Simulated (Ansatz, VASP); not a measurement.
# KF in VASP and in Ansatz

File INCAR:

```
PREC = Accurate
ENCUT = 520
EDIFF = 1E-8
ISMEAR = -1
SIGMA = 0.05
LREAL = F
LASPH = T
NELM = 120
ALGO = Normal
ISIF = 2
LWAVE = F
LCHARG = F
GGA = PE
LEFG = T
NBANDS = 15
GGA_COMPAT = F
```

KPOINTS

```
Automatic mesh
0
Gamma
  11 11 11
```

POSCAR

```
KF
1.0
    0.0000000000      2.9748020074      2.9748020074
    2.9748020074      0.0000000000      2.9748020074
    2.9748020074      2.9748020074      0.0000000000
K F
1 1
Direct
    0.0000000000      0.0000000000      0.0000000000
    0.2500000000      0.2500000000      0.2500000000
```

Input for Ansatz:

```yaml
crystal:
  lattice:
    - [0.0, 2.9748020074, 2.9748020074]
    - [2.9748020074, 0.0, 2.9748020074]
    - [2.9748020074, 2.9748020074, 0.0]
  atoms:
    - { symbol: K, position: [0.0, 0.0, 0.0] }
    - { symbol: F, position: [0.25, 0.25, 0.25] }
kpoints:
  mp_grid: { grid: [11, 11, 11] }
  band_path:
    path:
      - [0.0, 0.0, 0.0]
      - [-0.5, -0.5, 0.0]
      - [-0.375, -0.375, 0.25]
      - [-0.375, 0.0, 0.375]
      - [0.0, 0.0, 0.0]
      - [0.0, 0.0, 0.5]
      - [-0.5, -0.25, 0.25]
      - [-0.5, -0.5, 0.0]
    npoints: 8
scf:
  occupations: { method: fermi_dirac, width: 0.05 }
hamiltonian:
  xc: pbe
  pseudopotentials: { kind: paw }
output:
  forces: true
  stress: true
  eigenvalues: true
  efg: { contact_densities: true }
  populations: true
  bader: true
  dos: { projected: true, de: 0.2, e_range: [-14, 8] }
```

Alike in both runs: task electric field gradients; functional PBE; k mesh 11 × 11 × 11; occupations fermi-dirac, width 0.05 eV; no spin polarisation.

|  | VASP | Ansatz |
| --- | --- | --- |
| version | VASP 6.6.1 | Ansatz 0.2.0 |
| potentials or method | VASP PAW PBE potentials, release 64 (K_sv, F) | PAW with Ansatz's default frozen-core files, scalar-relativistic |
| plane-wave cutoff (eV) | 520 | 420 |
| valence electrons in the cell | 16 | 16 |

|  | VASP | Ansatz | Ansatz less VASP |
| --- | --- | --- | --- |
| gap on the k mesh at the Fermi level (eV) | 5.06 | 5.07 | +0.010 |
| pressure (GPa) | 0.0 | 0.0 | -0.02 |

The functional is the same, so the differences come from potentials, cutoffs and numerics.
